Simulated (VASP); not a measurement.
Crystal: Sr3Bi.

```
Sr Bi
1.0
     5.63213    0.00000    0.00000
    -2.81607    4.87757    0.00000
     0.00000    0.00000    4.77690
Sr Bi
3 1
Direct
  0.70643 0.00000 0.50000
  0.00000 0.70643 0.50000
  0.29357 0.29357 0.50000
  0.00000 0.00000 0.00000
```

The cell was built from a structure type or drawn by symmetry, and may not be a known phase.

- Program: VASP 6.6.1
- Task: relaxation of cell and atoms
- Functional: PBE
- Potentials or basis: VASP PAW PBE potentials, release 64 (Sr_sv, Bi_d)
- Cutoff: 600 eV
- k mesh: 6 × 6 × 4
- Occupations: gaussian, width 0.1 eV
- Spin: no spin polarisation

At the start: pressure 21.4 GPa; volume 32.81 Å³/atom.

**Question.** How do energy, volume and symmetry change on relaxing?

**Answer.** Over 13 steps the energy falls by 1421.0 meV/atom and the volume is 56.16 Å³/atom (+71.2 %); space group P-62m (No. 189, to 0.1 Å) before and after.

Step by step:
```
step  energy change (eV)  largest force (eV/Å)  pressure (GPa)  volume (Å³)
   1              0.0000                3.5845           21.42       131.23
   2             -4.6696                0.1035           -0.43       233.38
   3             -4.6998                0.0684            0.48       219.82
   4             -4.7054                0.0126            0.21       224.07
   5             -5.2367                0.0712           -0.41       232.88
   6             -5.5698                0.1703           -1.06       242.49
   7             -5.5853                0.1872           -1.14       243.62
   8             -5.6783                0.0567            0.01       225.13
   9             -5.6787                0.0709            0.06       224.25
  10             -5.6787                0.0770            0.09       223.87
  11             -5.6823                0.0625            0.06       224.02
  12             -5.6835                0.0484            0.03       224.14
  13             -5.6839                0.0298           -0.04       224.65
```

Final structure:
```
CELL_PARAMETERS angstrom
7.51151 0.00000 0.00000
-3.75575 6.50516 0.00000
0.00000 0.00000 4.59747
ATOMIC_POSITIONS crystal
Sr 0.67401 0.00000 0.50000
Sr 0.00000 0.67401 0.50000
Sr 0.32599 0.32599 0.50000
Bi 0.00000 0.00000 0.00000
```

Caveat: the volume moved by over 15 % at a fixed basis, so the end points are rough.
